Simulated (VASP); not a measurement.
# Co: single point with LDA

Co:

```
Co
1.0
     2.47056    0.00000    0.00000
    -1.23528    2.13957    0.00000
     0.00000    0.00000    8.08823
Co
4
Direct
  0.00000 0.00000 0.00000
  0.33333 0.66667 0.25000
  0.00000 0.00000 0.50000
  0.66667 0.33333 0.75000
```

| Quantity | Value |
| --- | --- |
| Program | VASP 6.6.1 |
| Task | single point |
| Functional | LDA |
| Potentials or basis | VASP PAW LDA potentials, release 64 (Co_sv) |
| Cutoff | 690 eV |
| k mesh | 5 × 5 × 2 |
| Occupations | fermi-dirac, width 0.1 eV |
| Spin | collinear spin, ferromagnetic start |
| Starting moments | [3.2, 3.2, 3.2, 3.2] μB |
| Dipole correction | no |
| Further INCAR settings | ALGO = Normal; EDIFF = 1e-06; NBANDS = 46 |

```json
{"Pressure": "-14.6 GPa", "Net moment": "6.46 μB per cell", "Site moments": "Co +1.63, +1.64 (each value once) μB", "Valence electrons inside the program's atomic spheres": "Co 15.08"}
```

Stress tensor (GPa, compression positive):
```
-12.76   0.00   0.00
  0.00 -12.76   0.00
  0.00   0.00 -18.20
```

Levels at points of the mesh, in eV from the Fermi level:
Spin up:
```
           k point  band 36  band 37  band 38  band 39  band 40  band 41
(0.00, 0.00, 0.00)    -0.95    -0.95    -0.54    -0.54    -0.28     6.38
(0.00, 0.00, 0.50)    -1.41    -0.72    -0.72    -0.72    -0.72     9.34
```
Spin down:
```tsv
k point	band 28	band 29	band 30	band 31	band 32	band 33
(0.00, 0.00, 0.00)	-0.80	-0.80	-0.75	-0.75	-0.10	0.07
(0.00, 0.00, 0.50)	-1.01	-0.89	-0.89	-0.89	-0.89	0.26
```

Wall time 33 s on 1 thread of Intel(R) Xeon(R) Platinum 8559C (Emerald Rapids), on a shared host, peak memory 0.19 GiB.

Caveat: the k points lie up to 0.59 Å⁻¹ apart.
